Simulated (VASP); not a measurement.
# Ba8F15 (a cell with a defect) in VASP: relaxation of the atoms with PBE

Aim: the relaxation of the atoms of Ba8F15 (a cell with a defect) with PBE.

Everything below comes from runs of VASP 6.6.1. Logs are shortened: lines on timing, memory, paths and dates and some standing lists are left out, and cuts for length are marked.

## 1. The cell of the first run

The cell holds a defect, 23 atoms: a = 8.805 Å, b = 8.805 Å, c = 8.805 Å, α = 60.00°, β = 60.00°, γ = 60.00°.

## 2. Relaxation of the atoms, PBE (atoms taken out)

File INCAR:

```
PREC = Accurate ; ENCUT = 520
EDIFF = 1E-7 ; ISMEAR = -1
SIGMA = 0.01 ; LREAL = False
LASPH = True ; NELM = 120
ALGO = Normal ; ISIF = 2
LWAVE = False ; LCHARG = False
GGA = PE ; IBRION = 2
NSW = 60 ; EDIFFG = -0.03
NELECT = 184.0 ; GGA_COMPAT = False
NELMIN = 4 ; KPAR = 4
```

File KPOINTS:

```
Automatic mesh
0
Gamma
  3 3 3
```

File POSCAR:

```
Ba8F15
1.0
    0.0000000000      6.2257308170      6.2257308170
    6.2257308170      0.0000000000      6.2257308170
    6.2257308170      6.2257308170      0.0000000000
Ba F
8 15
Direct
    0.0000000000      0.0000000000      0.0000000000
    0.0000000000      0.0000000000      0.5000000000
    0.0000000000      0.5000000000      0.0000000000
    0.0000000000      0.5000000000      0.5000000000
    0.5000000000      0.0000000000      0.0000000000
    0.5000000000      0.0000000000      0.5000000000
    0.5000000000      0.5000000000      0.0000000000
    0.5000000000      0.5000000000      0.5000000000
    0.1250000000      0.1250000000      0.6250000000
    0.1250000000      0.6250000000      0.1250000000
    0.1250000000      0.6250000000      0.6250000000
    0.6250000000      0.1250000000      0.1250000000
    0.6250000000      0.1250000000      0.6250000000
    0.6250000000      0.6250000000      0.1250000000
    0.6250000000      0.6250000000      0.6250000000
    0.3750000000      0.3750000000      0.3750000000
    0.3750000000      0.3750000000      0.8750000000
    0.3750000000      0.8750000000      0.3750000000
    0.3750000000      0.8750000000      0.8750000000
    0.8750000000      0.3750000000      0.3750000000
    0.8750000000      0.3750000000      0.8750000000
    0.8750000000      0.8750000000      0.3750000000
    0.8750000000      0.8750000000      0.8750000000
```

Potentials or basis: VASP PAW PBE potentials, release 64 (Ba_sv, F).

The run is started by

```bash
cat potpaw_PBE.64/Ba_sv/POTCAR potpaw_PBE.64/F/POTCAR > POTCAR
mpirun -np 4 vasp_std > vasp.out
```

OUTCAR:

```text
PREC = Accurate
   ENCUT = 520
   EDIFF = 1E-7
   ISMEAR = -1
   LREAL = False
   LASPH = True
   NELM = 120
   ISIF = 2
   GGA = PE
   IBRION = 2
   NSW = 60
   EDIFFG = -0.03
   NELECT = 184.0
   NELMIN = 4

 ion  position               nearest neighbor table
   1  0.000  0.000  0.000-   9 2.70  10 2.70  12 2.70  19 2.70  21 2.70  22 2.70  23 2.70   3 4.40
                             5 4.40   2 4.40   2 4.40   4 4.40   6 4.40   3 4.40   4 4.40   7 4.40
   2  0.000  0.000  0.500-   9 2.70  11 2.70  13 2.70  18 2.70  20 2.70  22 2.70  23 2.70   4 4.40
                             6 4.40   1 4.40   1 4.40   3 4.40   5 4.40   3 4.40   4 4.40   8 4.40
   3  0.000  0.500  0.000-  10 2.70  11 2.70  14 2.70  17 2.70  20 2.70  21 2.70  23 2.70   4 4.40
                             7 4.40   1 4.40   2 4.40   4 4.40   8 4.40   1 4.40   2 4.40   5 4.40
   4  0.000  0.500  0.500-   9 2.70  10 2.70  11 2.70  15 2.70  16 2.70  20 2.70  21 2.70  22 2.70
                             8 4.40   2 4.40   3 4.40   1 4.40   3 4.40   7 4.40   1 4.40   2 4.40
   5  0.500  0.000  0.000-  12 2.70  13 2.70  14 2.70  17 2.70  18 2.70  19 2.70  23 2.70   6 4.40
                             7 4.40   1 4.40   2 4.40   6 4.40   8 4.40   3 4.40   7 4.40   8 4.40
   6  0.500  0.000  0.500-   9 2.70  12 2.70  13 2.70  15 2.70  16 2.70  18 2.70  19 2.70  22 2.70
                             8 4.40   2 4.40   5 4.40   1 4.40   5 4.40   7 4.40   4 4.40   7 4.40
   7  0.500  0.500  0.000-  10 2.70  12 2.70  14 2.70  15 2.70  16 2.70  17 2.70  19 2.70  21 2.70
                             8 4.40   3 4.40   5 4.40   4 4.40   6 4.40   8 4.40   1 4.40   5 4.40
   8  0.500  0.500  0.500-  11 2.70  13 2.70  14 2.70  15 2.70  16 2.70  17 2.70  18 2.70  20 2.70
                             7 4.40   4 4.40   6 4.40   3 4.40   5 4.40   7 4.40   2 4.40   5 4.40
   9  0.125  0.125  0.625-   1 2.70   2 2.70   4 2.70   6 2.70
  10  0.125  0.625  0.125-   1 2.70   3 2.70   4 2.70   7 2.70
  11  0.125  0.625  0.625-   2 2.70   3 2.70   4 2.70   8 2.70
  12  0.625  0.125  0.125-   1 2.70   5 2.70   6 2.70   7 2.70
  13  0.625  0.125  0.625-   2 2.70   5 2.70   6 2.70   8 2.70
  14  0.625  0.625  0.125-   3 2.70   5 2.70   7 2.70   8 2.70
  15  0.625  0.625  0.625-   4 2.70   6 2.70   7 2.70   8 2.70
  16  0.375  0.375  0.375-   4 2.70   6 2.70   7 2.70   8 2.70
  17  0.375  0.375  0.875-   3 2.70   5 2.70   7 2.70   8 2.70
  18  0.375  0.875  0.375-   2 2.70   5 2.70   6 2.70   8 2.70
  19  0.375  0.875  0.875-   1 2.70   5 2.70   6 2.70   7 2.70
  20  0.875  0.375  0.375-   2 2.70   3 2.70   4 2.70   8 2.70
  21  0.875  0.375  0.875-   1 2.70   3 2.70   4 2.70   7 2.70
  22  0.875  0.875  0.375-   1 2.70   2 2.70   4 2.70   6 2.70
  23  0.875  0.875  0.875-   1 2.70   2 2.70   3 2.70   5 2.70

  LATTYP: Found a face centered cubic cell.
 ALAT       =    12.4514616340

  Lattice vectors:

 A1 = (   0.0000000000,   6.2257308170,   6.2257308170)
 A2 = (   6.2257308170,   0.0000000000,   6.2257308170)
 A3 = (   6.2257308170,   6.2257308170,   0.0000000000)

Analysis of symmetry for initial positions (statically):
=====================================================================
 Subroutine PRICEL returns:
 Original cell was already a primitive cell.

 Routine SETGRP: Setting up the symmetry group for a
 face centered cubic supercell.

 Subroutine GETGRP returns: Found 24 space group operations
 (whereof  6 operations were pure point group operations)
 out of a pool of 48 trial point group operations.

The static configuration has the point symmetry C_3v.
 The point group associated with its full space group is T_d .

Analysis of symmetry for dynamics (positions and initial velocities):
=====================================================================
 Subroutine PRICEL returns:
 Original cell was already a primitive cell.

 Routine SETGRP: Setting up the symmetry group for a
 face centered cubic supercell.

 Subroutine GETGRP returns: Found 24 space group operations
 (whereof  6 operations were pure point group operations)
 out of a pool of 48 trial point group operations.

The dynamic configuration has the point symmetry C_3v.
 The point group associated with its full space group is T_d .

 Subroutine INISYM returns: Found 24 space group operations
 (whereof  6 operations are pure point group operations),
 and found     1 'primitive' translations

----------------------------------------------------------------------------------------

                                     Primitive cell

  volume of cell :     482.6152

  direct lattice vectors                    reciprocal lattice vectors
     0.000000000  6.225730817  6.225730817    -0.080311857  0.080311857  0.080311857
     6.225730817  0.000000000  6.225730817     0.080311857 -0.080311857  0.080311857
     6.225730817  6.225730817  0.000000000     0.080311857  0.080311857 -0.080311857

  length of vectors
     8.804512957  8.804512957  8.804512957     0.139104216  0.139104216  0.139104216

  position of ions in fractional coordinates (direct lattice)
     0.000000000  0.000000000  0.000000000
     0.000000000  0.000000000  0.500000000
     0.000000000  0.500000000  0.000000000
     0.000000000  0.500000000  0.500000000
     0.500000000  0.000000000  0.000000000
     0.500000000  0.000000000  0.500000000
[... 15 lines left out ...]
     0.875000000  0.875000000  0.375000000
     0.875000000  0.875000000  0.875000000

  ion indices of the primitive-cell ions
   primitive index   ion index
                 1           1
                 2           2
                 3           3
                 4           4
                 5           5
                 6           6
[... 15 lines left out ...]
                22          22
                23          23

----------------------------------------------------------------------------------------

 KPOINTS: Automatic mesh

Automatic generation of k-mesh.
 Grid dimensions read from file:
 generate k-points for:    3    3    3

 Generating k-lattice:

  Cartesian coordinates                     Fractional coordinates (reciprocal lattice)
    -0.026770619  0.026770619  0.026770619     0.333333333  0.000000000  0.000000000
     0.026770619 -0.026770619  0.026770619     0.000000000  0.333333333  0.000000000
     0.026770619  0.026770619 -0.026770619     0.000000000  0.000000000  0.333333333

  Length of vectors
     0.046368072  0.046368072  0.046368072

  Shift w.r.t. Gamma in fractional coordinates (k-lattice)
     0.000000000  0.000000000  0.000000000

 Subroutine IBZKPT returns following result:
 ===========================================

 Found      4 irreducible k-points:

 Following reciprocal coordinates:
            Coordinates               Weight
  0.000000  0.000000  0.000000      1.000000
  0.333333  0.000000  0.000000      8.000000
  0.333333  0.333333  0.000000      6.000000
 -0.333333  0.333333  0.000000     12.000000
   k-points           NKPTS =      4   k-points in BZ     NKDIM =      4   number of bands    NBANDS=    110
   number of dos      NEDOS =    301   number of ions     NIONS =     23
   total plane-waves  NPLWV = 343000
   dimension x,y,z NGX =    70 NGY =   70 NGZ =   70
   dimension x,y,z NGXF=   140 NGYF=  140 NGZF=  140
   ions per type =               8  15
   NGX,Y,Z   is equivalent  to a cutoff of  13.22, 13.22, 13.22 a.u.
   NGXF,Y,Z  is equivalent  to a cutoff of  26.43, 26.43, 26.43 a.u.
 SYSTEM =  unknown system
   PREC   = accura    normal or accurate (medium, high low for compatibility)
   ISTART =      0    job   : 0-new  1-cont  2-samecut
   ICHARG =      2    charge: 1-file 2-atom 10-const
   ISPIN  =      1    spin polarized calculation?
   LNONCOLLINEAR =      F non collinear calculations
   LSORBIT =      F    spin-orbit coupling
   LASPH  =      T    aspherical Exc in radial PAW
   ENCUT  =  520.0 eV  38.22 Ry    6.18 a.u.  16.37 16.37 16.37*2*pi/ulx,y,z
   NELM   =    120;   NELMIN=  4; NELMDL= -5     # of ELM steps
   EDIFF  = 0.1E-06   stopping-criterion for ELM
   LREAL  =      F    real-space projection
   EDIFFG = -.3E-01   stopping-criterion for IOM
   NSW    =     60    number of steps for IOM
   IBRION =      2    ionic relax: 0-MD 1-quasi-New 2-CG
   NFREE  =      1    steps in history (QN), initial steepest desc. (CG)
   ISIF   =      2    stress and relaxation
   ISYM   =      2    0-nonsym 1-usesym 2-fastsym
   POTIM  = 0.5000    time-step for ionic-motion
   TEBEG  =    0.0;   TEEND  =   0.0 temperature during run
   PSTRESS=    0.0 pullay stress
   NELECT =     184.0000    total number of electrons
   NUPDOWN=      -1.0000    fix difference up-down
   EMIN   =  10.00;   EMAX   =-10.00  energy-range for DOS
   EFERMI =   0.00;   METHOD = LEGACY
   ISMEAR =    -1;   SIGMA  =   0.01  broadening in eV -4-tet -1-fermi 0-gaus
   EFERMI_NEDOS =   21; number of points for ismear=-14 and -15
   IALGO  =     38    algorithm
   IMIX   =      4    mixing-type and parameters
     AMIX     =   0.40;   BMIX     =  1.00
     AMIX_MAG =   1.60;   BMIX_MAG =  1.00
  volume/ion in A,a.u.               =      20.98       141.60
  Fermi-wavevector in a.u.,A,eV,Ry     =   1.187081  2.243258 19.172811  1.409162
  Thomas-Fermi vector in A             =   2.323240
   LORBIT       =      0    0 simple, 1 ext, 2 COOP (PROOUT), +10 PAW based schemes
   GGA     = PE    functional components
   LHFCALC =     F    Hartree Fock is set to
   AEXX    =    0.0000 exact exchange contribution
   IVDW    =     0    specifies the selected vdW correction
   LEPSILON=     F    determine dielectric tensor
   LRPA    =     F    only Hartree local field effects (RPA)
 conjugate gradient relaxation of ions
 non-spin polarized calculation
  energy-cutoff  :      520.00
  volume of cell :      482.62
 maximum number of plane-waves:     13027
 NGX is ok and might be reduce to    70
   NGX = 33   NGY = 33   NGZ = 33

--------------------------------------- Ionic step        1  -------------------------------------------

 number of electron     184.0000066 magnetization

 Free energy of the ion-electron system (eV)
  ---------------------------------------------------
  ext. energy  EPLUGINS =         0.00000000
  ---------------------------------------------------
  free energy    TOTEN  =      -131.76776611 eV

  energy without entropy =     -131.76776611  energy(sigma->0) =     -131.76776611

------------------------ aborting loop because EDIFF is reached ----------------------------------------

  FORCE on cell =-STRESS in cart. coord.  units (eV):
  Direction    XX          YY          ZZ          XY          YZ          ZX
  --------------------------------------------------------------------------------------
  -------------------------------------------------------------------------------------
  Total       -1.8142224     -1.8142224     -1.8142224      0.0000000     -0.0000000      0.0000000
  in kB       -6.0228230     -6.0228230     -6.0228230      0.0000000     -0.0000000      0.0000000
  external PRESSURE =      -6.0228230 kB  Pullay stress =       0.0000000 kB
[... 441 lines left out ...]
  energy  without entropy=     -132.2445024673  energy(sigma->0) =     -132.24450247

--------------------------------------- Ionic step        9  -------------------------------------------

 number of electron     184.0000044 magnetization

 Free energy of the ion-electron system (eV)
  ---------------------------------------------------
  ext. energy  EPLUGINS =         0.00000000
  ---------------------------------------------------
  free energy    TOTEN  =      -132.24489947 eV

  energy without entropy =     -132.24489947  energy(sigma->0) =     -132.24489947

 E-fermi :  -1.8765     XC(G=0):  -8.4533

 val. band max:       -2.1125979825   @ k =   0.3333   0.3333   0.0000
 cond. band min:       3.7277041780   @ k =   0.0000   0.0000   0.0000
 fundamental gap:      5.8403021604
 Fermi energy:        -1.8764866842

 k-point     1 :       0.0000    0.0000    0.0000
  band No.  band energies     occupation
      1     -25.3207      2.00000
      2     -25.1289      2.00000
      3     -25.1289      2.00000
      4     -25.1289      2.00000
      5     -25.0901      2.00000
      6     -25.0093      2.00000
[... 417 lines left out ...]
    103       6.9419      0.00000
    104       7.0265      0.00000
 [bands above 104 left out]

------------------------ aborting loop because EDIFF is reached ----------------------------------------

  FORCE on cell =-STRESS in cart. coord.  units (eV):
  Direction    XX          YY          ZZ          XY          YZ          ZX
  --------------------------------------------------------------------------------------
  -------------------------------------------------------------------------------------
  Total       -0.0684805     -0.0684805     -0.0684805     -0.0000000     -0.0000000      0.0000000
  in kB       -0.2273403     -0.2273403     -0.2273403     -0.0000000     -0.0000000      0.0000000
  external PRESSURE =      -0.2273403 kB  Pullay stress =       0.0000000 kB
[... 38 lines left out ...]
  FREE ENERGIE OF THE ION-ELECTRON SYSTEM (eV)
  ---------------------------------------------------
  free  energy   TOTEN  =      -132.2448994696 eV

  energy  without entropy=     -132.2448994695  energy(sigma->0) =     -132.24489947

 reached required accuracy - stopping structural energy minimisation
```

Run time: 9.1 min. Hardware: 4 MPI ranks of Intel Xeon 6975P-C (Granite Rapids), shared host; peak memory 0.87 GiB.

Results:

```
Free energy                  : -132.2449 eV
Energy gained by relaxing    : 20.7 meV/atom
Ionic steps                  : 9
Largest force after relaxing : 0.010 eV/Å
```

Forces in eV/Å, atoms in the order of the input:
```
Ba  -0.006 -0.006 -0.006
Ba   0.006  0.006 -0.006
Ba   0.006 -0.006  0.006
Ba  -0.005  0.005  0.005
Ba  -0.006  0.006  0.006
Ba   0.005 -0.005  0.005
Ba   0.005  0.005 -0.005
Ba  -0.005 -0.005 -0.005
F    0.000  0.000  0.002
F    0.000  0.002  0.000
F   -0.002  0.000  0.000
F    0.002  0.000  0.000
F    0.000 -0.002  0.000
F    0.000  0.000 -0.002
F    0.000  0.000  0.000
F    0.000  0.000  0.000
F    0.000  0.000  0.005
F    0.000  0.005  0.000
F   -0.005  0.000  0.000
F    0.005  0.000  0.000
F    0.000 -0.005  0.000
F    0.000  0.000 -0.005
F    0.000  0.000  0.000
```

The path:
| step | energy change (eV) | largest force (eV/Å) | pressure (GPa) |
| --- | --- | --- | --- |
| 1 | 0.0000 | 0.9693 | -0.60 |
| 2 | -0.2448 | 0.5161 | -0.40 |
| 3 | -0.3922 | 0.2786 | 0.00 |
| 4 | -0.4323 | 0.1921 | -0.03 |
| 5 | -0.4642 | 0.1124 | -0.05 |
| 6 | -0.4712 | 0.0802 | -0.03 |
| 7 | -0.4767 | 0.0379 | 0.00 |
| 8 | -0.4767 | 0.0360 | 0.00 |
| 9 | -0.4771 | 0.0103 | -0.02 |

Final structure:
```
CELL_PARAMETERS angstrom
0.00000 6.22573 6.22573
6.22573 0.00000 6.22573
6.22573 6.22573 0.00000
ATOMIC_POSITIONS crystal
Ba 0.99568 0.99568 0.99568
Ba 0.99568 0.99568 0.51296
Ba 0.99568 0.51296 0.99568
Ba 0.00203 0.49932 0.49932
Ba 0.51296 0.99568 0.99568
Ba 0.49932 0.00203 0.49932
Ba 0.49932 0.49932 0.00203
Ba 0.49932 0.49932 0.49932
F 0.12427 0.12427 0.62573
F 0.12427 0.62573 0.12427
F 0.12427 0.62573 0.62573
F 0.62573 0.12427 0.12427
F 0.62573 0.12427 0.62573
F 0.62573 0.62573 0.12427
F 0.62500 0.62500 0.62500
F 0.37500 0.37500 0.37500
F 0.36181 0.36181 0.88819
F 0.36181 0.88819 0.36181
F 0.36181 0.88819 0.88819
F 0.88819 0.36181 0.36181
F 0.88819 0.36181 0.88819
F 0.88819 0.88819 0.36181
F 0.87500 0.87500 0.87500
```

Caveat: the cell carries a net charge on a neutralising background, which shifts energy and pressure; the cell differs from its parent crystal (atoms taken out); the cell is charged against a uniform background, so pressure and absolute levels hang on convention; spin-orbit coupling is left out, which moves the levels of the heavy elements.
